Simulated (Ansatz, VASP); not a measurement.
## One calculation of C, two programs

POSCAR

```
C
1.0
    2.4700000000      0.0000000000      0.0000000000
   -1.2350000000      2.1390827473      0.0000000000
    0.0000000000      0.0000000000      6.7900000000
C
4
Direct
    0.0000000000      0.0000000000      0.0000000000
    0.0000000000      0.0000000000      0.5000000000
    0.3333333333      0.6666666667      0.0050000000
    0.6666666667      0.3333333333      0.5050000000
```

The input INCAR.step1:

```
SYSTEM = C
PREC = Accurate
ENCUT = 520
ISMEAR = -1
SIGMA = 0.05
LREAL = .FALSE.
LASPH = .TRUE.
NELM = 80
NBANDS = 16
GGA = PE
ALGO = Normal
EDIFF = 1E-4
LWAVE = .TRUE.
LCHARG = .FALSE.
```

INCAR.step2

```
SYSTEM = C
PREC = Accurate
ENCUT = 520
EDIFF = 1E-8
ISMEAR = -1
SIGMA = 0.05
LREAL = .FALSE.
LASPH = .TRUE.
NELM = 80
ALGO = Normal
ISIF = 2
LWAVE = .FALSE.
LCHARG = .FALSE.
METAGGA = R2SCAN
LMIXTAU = .TRUE.
LEFG = .TRUE.
NBANDS = 16
ISTART = 1
```

The input KPOINTS:

```
Automatic mesh
0
G
  15 15 5
  0 0 0
```

Input for Ansatz:

```yaml
crystal:
  lattice:
    - [2.47, 0.0, 0.0]
    - [-1.235, 2.1390827473, 0.0]
    - [0.0, 0.0, 6.79]
  atoms:
    - { symbol: C, position: [0.0, 0.0, 0.0] }
    - { symbol: C, position: [0.0, 0.0, 0.5] }
    - { symbol: C, position: [0.3333333333, 0.6666666667, 0.005] }
    - { symbol: C, position: [0.6666666667, 0.3333333333, 0.505] }
kpoints:
  mp_grid: { grid: [15, 15, 5] }
scf:
  occupations: { method: fermi_dirac, width: 0.05 }
hamiltonian:
  xc: r2scan
  pseudopotentials: { kind: paw }
output:
  forces: true
  stress: true
  populations: true
  efg: { contact_densities: true }
```

Alike in both runs: task electric field gradients; functional r2SCAN; k mesh 15 × 15 × 5; occupations fermi-dirac, width 0.05 eV; no spin polarisation.

```csv
,VASP,Ansatz
version,VASP 6.6.1,Ansatz 0.2.0
potentials or method,"VASP PAW PBE potentials, release 64 (C)","plane-wave PAW, scalar-relativistic"
plane-wave cutoff (eV),520,500
valence electrons in the cell,16,16
```

Ansatz gave:

* pressure (GPa): -4.5
* traceless stress, the component that is largest in VASP (GPa): 5.40
* rms of the force components (eV/Å): 0.343
* size of Vzz on the site where it differs most (V/Å²): 24.9

Question: Estimate VASP's values.

Answer: Pressure (GPa): -3.8; traceless stress, the component that is largest in VASP (GPa): 4.64; rms of the force components (eV/Å): 0.339; size of Vzz on the site where it differs most (V/Å²): 32.3.

VASP's potentials were made for PBE, not for r2SCAN. Atom by atom the forces differ by 0.004 eV/Å (rms over components).
